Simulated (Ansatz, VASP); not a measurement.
## SiGeO4 in VASP and in Ansatz

Contents of INCAR:

```
SYSTEM = SiGeO4
PREC = Accurate
ENCUT = 520
EDIFF = 1E-7
ISMEAR = 0
SIGMA = 0.02
LREAL = .False.
LASPH = .True.
NELM = 100
ALGO = Normal
ISIF = 2
LWAVE = .False.
LCHARG = .False.
GGA = PE
IBRION = 2
NSW = 50
EDIFFG = -0.01
```

Contents of KPOINTS:

```
Automatic mesh
0
Gamma
  6 6 6
  0 0 0
```

POSCAR

```
SiGeO4
1.0
    0.0000000000      3.9030087900      3.9030087900
    3.9030087900      0.0000000000      3.9030087900
    3.9030087900      3.9030087900      0.0000000000
Si Ge O
1 1 4
Direct
    0.7500000000      0.7500000000      0.7500000000
    0.5000000000      0.5000000000      0.5000000000
    0.1121959340      0.6292680220      0.6292680220
    0.6292680220      0.1121959340      0.6292680220
    0.6292680220      0.6292680220      0.1121959340
    0.6292680220      0.6292680220      0.6292680220
```

Input for Ansatz:

```yaml
crystal:
  lattice:
    - [0.0, 3.90300879, 3.90300879]
    - [3.90300879, 0.0, 3.90300879]
    - [3.90300879, 3.90300879, 0.0]
  atoms:
    - { symbol: Si, position: [0.75, 0.75, 0.75] }
    - { symbol: Ge, position: [0.5, 0.5, 0.5] }
    - { symbol: O, position: [0.112195934, 0.629268022, 0.629268022] }
    - { symbol: O, position: [0.629268022, 0.112195934, 0.629268022] }
    - { symbol: O, position: [0.629268022, 0.629268022, 0.112195934] }
    - { symbol: O, position: [0.629268022, 0.629268022, 0.629268022] }
basis:
  ecutwfc: 420
kpoints:
  mp_grid: { grid: [6, 6, 6] }
hamiltonian:
  xc: pbe
scf:
  occupations: { method: gaussian, width: 0.02 }
output:
  forces: true
  stress: true
  eigenvalues: true
relax:
  adjacent_minimum: "off"
  f_tol: 0.01
  max_steps: 30
```

Alike in both runs: task relaxation of the atoms; functional PBE; k mesh 6 × 6 × 6; occupations gaussian, width 0.02 eV; no spin polarisation.

|  | VASP | Ansatz |
| --- | --- | --- |
| version | VASP 6.6.1 | Ansatz 0.2.0 |
| potentials or method | VASP PAW PBE potentials, release 64 (Si, Ge_d, O), cutoff 520 eV | scalar-relativistic, plane waves, PAW |
| valence electrons in the cell | 42 | 42 |

|  | VASP | Ansatz | Ansatz less VASP |
| --- | --- | --- | --- |
| gap on the k mesh at the Fermi level, each at its own relaxed structure (eV) | 3.66 | 3.66 | -0.001 |

Ansatz's warnings: stress scf threshold loose.
